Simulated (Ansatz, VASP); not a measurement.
# One calculation of BP, two programs

File POSCAR:

```
BP
1.0
    1.4701587601     -5.4174963205      0.0000000000
    1.4701587601      5.4174963205      0.0000000000
    0.0000000000      0.0000000000      2.9322911961
B P
2 2
Direct
    0.3221152472      0.6778847528      0.7500000000
    0.6778847528      0.3221152472      0.2500000000
    0.8660956945      0.1339043055      0.2500000000
    0.1339043055      0.8660956945      0.7500000000
```

Contents of INCAR.step1:

```
PREC = Accurate ; ENCUT = 520
ISMEAR = -1 ; SIGMA = 0.03
LREAL = F ; LASPH = T
NELM = 100 ; NBANDS = 16
GGA = PE ; ALGO = Normal
EDIFF = 1E-4 ; LWAVE = T
LCHARG = F
```

INCAR.step2

```
PREC = Accurate ; ENCUT = 520
EDIFF = 1E-7 ; ISMEAR = -1
SIGMA = 0.03 ; LREAL = F
LASPH = T ; NELM = 100
ALGO = Normal ; ISIF = 2
LWAVE = F ; LCHARG = T
METAGGA = R2SCAN ; LMIXTAU = T
LUSE_VDW = T ; IVDW_NL = 2
BPARAM = 11.95 ; CPARAM = 0.0093
LELF = T ; LVHAR = T
NBANDS = 16 ; ISTART = 1
```

Contents of KPOINTS:

```
regular mesh
0
Gamma
  10 10 10
```

Input for Ansatz:

```yaml
crystal:
  lattice:
    - [1.4701587601, -5.4174963205, 0.0]
    - [1.4701587601, 5.4174963205, 0.0]
    - [0.0, 0.0, 2.9322911961]
  atoms:
    - { symbol: B, position: [0.3221152472, 0.6778847528, 0.75] }
    - { symbol: B, position: [0.6778847528, 0.3221152472, 0.25] }
    - { symbol: P, position: [0.8660956945, 0.1339043055, 0.25] }
    - { symbol: P, position: [0.1339043055, 0.8660956945, 0.75] }
kpoints:
  mp_grid: { grid: [10, 10, 10] }
  band_path:
    path:
      - [0.0, 0.0, 0.0]
      - [-0.5, 0.5, 0.0]
      - [-0.2684107394, 0.7315892606, 0.0]
      - [0.2684107394, 0.2684107394, 0.0]
      - [0.0, 0.0, 0.5]
      - [0.2684107394, 0.2684107394, 0.5]
      - [-0.2684107394, 0.7315892606, 0.5]
      - [-0.5, 0.5, 0.5]
      - [0.0, 0.5, 0.0]
    npoints: 1
hamiltonian:
  xc: r2scan
  dispersion: rvv10
scf:
  occupations: { method: fermi_dirac, width: 0.03 }
  n_extra_bands: 5
output:
  forces: true
  stress: true
  eigenvalues: true
  write_density: true
  write_potential: true
  elf: true
  volumetric_format: npy
```

Alike in both runs: task single point; functional r2SCAN; dispersion rVV10; k mesh 10 × 10 × 10; occupations fermi-dirac, width 0.03 eV; no spin polarisation.

```csv
,VASP,Ansatz
version,VASP 6.6.1,Ansatz 0.2.0
potentials or method,"VASP PAW PBE potentials, release 64 (B, P)","plane waves, PAW"
plane-wave cutoff (eV),520,500
valence electrons in the cell,16,16
```

Ansatz gave:

| Item | Value |
| --- | --- |
| pressure (GPa) | 0.4 |
| traceless stress, the component that is largest in VASP (GPa) | -2.74 |
| rms of the force components (eV/Å) | 0.075 |

Question: Estimate VASP's values.

Answer: Pressure (GPa): 0.0; traceless stress, the component that is largest in VASP (GPa): -2.79; rms of the force components (eV/Å): 0.085.

VASP's potentials were made for PBE, not for r2SCAN. Atom by atom the forces differ by 0.017 eV/Å (rms over components).
